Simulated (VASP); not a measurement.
ZnO: single point with PBE

The system is ZnO.

```
Zn O
1.0
     3.25509    0.00000    0.00000
    -1.62754    2.81899    0.00000
     0.00000    0.00000    5.25400
Zn O
2 2
Direct
  0.66667 0.33333 0.50062
  0.33333 0.66667 0.00062
  0.66667 0.33333 0.87969
  0.33333 0.66667 0.37969
```

| Property | Result |
| --- | --- |
| Program | VASP 6.6.1 |
| Task | single point |
| Functional | PBE |
| Potentials or basis | VASP PAW PBE potentials, release 64 (Zn, O_h) |
| Cutoff | 910 eV |
| k mesh | 12 × 12 × 6 |
| Occupations | gaussian, width 0.02 eV |
| Spin | no spin polarisation |
| Dipole correction | no |
| Further INCAR settings | ALGO = Normal; EDIFF = 1e-06; NBANDS = 26 |

- Pressure: 3.7 GPa
- Band gap on the k mesh: 0.76 eV

Levels at points of the mesh, in eV from the valence-band top:
| k point | band 15 | band 16 | band 17 | band 18 | band 19 | band 20 | band 21 | band 22 |
| --- | --- | --- | --- | --- | --- | --- | --- | --- |
| (0.00, 0.00, 0.00) | -0.78 | -0.09 | 0.00 | 0.00 | 0.76 | 5.18 | 8.15 | 12.85 |
| (0.50, 0.00, 0.00) | -2.79 | -2.22 | -1.27 | -0.82 | 5.72 | 6.85 | 7.55 | 8.42 |
| (0.00, 0.00, 0.50) | -0.38 | -0.38 | -0.38 | -0.38 | 3.42 | 3.42 | 10.01 | 10.01 |
| (0.50, 0.00, 0.50) | -1.48 | -1.48 | -1.36 | -1.36 | 5.68 | 5.68 | 8.36 | 8.36 |

It took 80 s on 1 thread of Intel(R) Xeon(R) 6975P-C (Granite Rapids) (shared host), peak memory 0.34 GiB.

Caveat: the cutoff is under 1.25 times the usual one of these potentials, so pressure, stress and relaxed cells hold a basis-set (Pulay) error; the cell stands under pressure.
